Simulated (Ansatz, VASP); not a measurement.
## MgO in VASP and in Ansatz

INCAR

```
SYSTEM = MgO
PREC = Accurate ; ENCUT = 520
EDIFF = 1E-6 ; ISMEAR = 0
SIGMA = 0.05 ; LREAL = .False.
LASPH = .True. ; NELM = 60
ALGO = Normal ; ISIF = 2
LWAVE = .False. ; LCHARG = .False.
GGA = PE ; NBANDS = 26
```

Contents of KPOINTS:

```
regular mesh
0
Gamma
  9 9 2
  0 0 0
```

File POSCAR:

```
MgO
1.0
    3.2803754002      0.0000000000      0.0000000000
   -1.6401877001      2.8408884305      0.0000000000
    0.0000000000      0.0000000000     10.5147056238
Mg O
4 4
Direct
    0.3333333333      0.6666666667      0.9694791811
    0.0000000000      0.0000000000      0.2208070585
    0.0000000000      0.0000000000      0.7208070585
    0.6666666667      0.3333333333      0.4694791811
    0.3333333333      0.6666666667      0.7800540723
   -0.1341309900      0.0000000000      0.5296578681
    0.0000000000      0.0000000000      0.0296578681
    0.6666666667      0.3333333333      0.2800540723
```

Input for Ansatz:

```yaml
crystal:
  lattice:
    - [3.2803754002, 0.0, 0.0]
    - [-1.6401877001, 2.8408884305, 0.0]
    - [0.0, 0.0, 10.5147056238]
  atoms:
    - { symbol: Mg, position: [0.3333333333, 0.6666666667, 0.9694791811] }
    - { symbol: Mg, position: [0.0, 0.0, 0.2208070585] }
    - { symbol: Mg, position: [0.0, 0.0, 0.7208070585] }
    - { symbol: Mg, position: [0.6666666667, 0.3333333333, 0.4694791811] }
    - { symbol: O, position: [0.3333333333, 0.6666666667, 0.7800540723] }
    - { symbol: O, position: [-0.13413099, 0.0, 0.5296578681] }
    - { symbol: O, position: [0.0, 0.0, 0.0296578681] }
    - { symbol: O, position: [0.6666666667, 0.3333333333, 0.2800540723] }
basis:
  ecutwfc: 420
kpoints:
  mp_grid: { grid: [9, 9, 2] }
hamiltonian:
  xc: pbe
  pseudopotentials: { kind: paw, azcp: { folder: soft_1 } }
scf:
  occupations: { method: gaussian, width: 0.05 }
output:
  forces: true
  stress: true
  eigenvalues: true
```

Alike in both runs: task single point; functional PBE; k mesh 9 × 9 × 2; occupations gaussian, width 0.05 eV; no spin polarisation.

|  | VASP | Ansatz |
| --- | --- | --- |
| version | VASP 6.6.1 | Ansatz 0.2.0 |
| potentials or method | VASP PAW PBE potentials, release 64 (Mg, O), cutoff 520 eV | scalar-relativistic, plane waves, PAW |
| valence electrons in the cell | 32 | 64 |

Ansatz gave:

```
gap on the k mesh at the Fermi level (eV)                     : 3.19
least direct gap on the mesh (eV)                             : 3.19
pressure (GPa)                                                : 4.0
traceless stress, the component that is largest in VASP (GPa) : -6.22
rms of the force components (eV/Å)                            : 1.889
```

Task: What did VASP give for the same quantities?

Result: gap on the k mesh at the Fermi level (eV): 3.17; least direct gap on the mesh (eV): 3.17; pressure (GPa): 3.7; traceless stress, the component that is largest in VASP (GPa): -6.44; rms of the force components (eV/Å): 1.947.

Atom by atom the forces differ by 0.059 eV/Å (rms over components). With one functional, cell and mesh, what is left measures potentials, basis and numerics. VASP's potentials hold 32 valence electrons a cell and Ansatz's 64, so a difference there can come from the potentials and not from the codes.
